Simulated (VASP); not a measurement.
**H16SO10: single point with PBE+D3(BJ)**

The system is H16SO10.

```
O H S
1.0
     6.79688    0.00000    0.00000
     0.00000    6.79688    0.00000
     0.00000    0.00000    6.79688
O H S
10 16 1
Direct
  0.96494 0.11260 0.90722
  0.29128 0.97153 0.33686
  0.82267 0.70526 0.85738
  0.18692 0.70779 0.60644
  0.84445 0.35491 0.63912
  0.18208 0.45303 0.07134
  0.34342 0.36739 0.60448
  0.86248 0.84159 0.32833
  0.81258 0.34713 0.22850
  0.56891 0.31044 0.95706
  0.08783 0.14957 0.97149
  0.97678 0.17580 0.78477
  0.22578 0.91264 0.44400
  0.39627 0.87992 0.33939
  0.89581 0.76138 0.95901
  0.70763 0.79227 0.85099
  0.10756 0.78565 0.69633
  0.21719 0.56438 0.63616
  0.84309 0.34360 0.48965
  0.84851 0.49771 0.67510
  0.31051 0.43661 0.00666
  0.10552 0.48744 0.95043
  0.36531 0.27604 0.49259
  0.46401 0.36659 0.66413
  0.88527 0.68290 0.34073
  0.94053 0.83257 0.43969
  0.70806 0.21076 0.10174
```

| Property | Result |
| --- | --- |
| Program | VASP 6.6.1 |
| Task | single point |
| Functional | PBE |
| Dispersion | D3(BJ) |
| Potentials or basis | VASP PAW PBE potentials, release 64 (O, H, S) |
| Cutoff | 520 eV |
| k mesh | 1 × 1 × 1 |
| Occupations | fermi-dirac, width 0.02 eV |
| Spin | no spin polarisation |

```yaml
Pressure: 1.0 GPa
Largest_force: 4.805 eV/Å
Band_gap_on_the_k_mesh: 3.10 eV
Dispersion_energy_per_atom: -0.039 eV
```

Forces in eV/Å, atoms in the order of the input:
```
O    0.609 -1.680  1.820
O    0.450  1.865 -1.258
O   -1.650 -0.479 -1.669
O   -0.075  0.293 -0.234
O   -0.064  0.561 -1.498
O   -0.330  0.211 -1.695
O   -2.507 -0.989 -2.204
O   -0.988 -4.487 -1.407
O    0.129  0.234  0.309
O    1.661 -1.318  1.761
H    0.151  0.093  0.742
H   -0.605  1.550 -2.396
H   -1.344 -0.678  1.420
H    1.553 -0.724 -0.590
H    1.356  0.930  1.919
H    0.252 -0.411 -0.157
H   -0.028 -0.857  0.650
H   -0.191  0.847 -0.222
H    0.117  0.341  1.463
H   -0.094 -0.906 -0.166
H    0.393 -0.128  0.560
H    0.093 -0.161  1.150
H   -0.744  0.342  0.313
H    3.288  0.116  2.014
H   -1.316  2.538 -1.791
H    2.077  1.706  2.927
S   -2.196  1.192 -1.762
```

Stress tensor (GPa, compression positive):
```
 2.69  2.26  0.35
 2.26 -2.21  0.23
 0.35  0.23  2.50
```

Levels at points of the mesh, in eV from the valence-band top:
| k point | band 37 | band 38 | band 39 | band 40 | band 41 | band 42 | band 43 | band 44 | band 45 | band 46 |
| --- | --- | --- | --- | --- | --- | --- | --- | --- | --- | --- |
| (0.00, 0.00, 0.00) | -0.65 | -0.45 | -0.40 | -0.31 | 0.00 | 3.10 | 4.65 | 6.32 | 6.55 | 7.76 |

It took 54 s on 1 thread of Intel(R) Xeon(R) Platinum 8488C (Sapphire Rapids), with other jobs on the host, peak memory 0.4 GiB.

Caveat: the k points lie up to 0.92 Å⁻¹ apart.
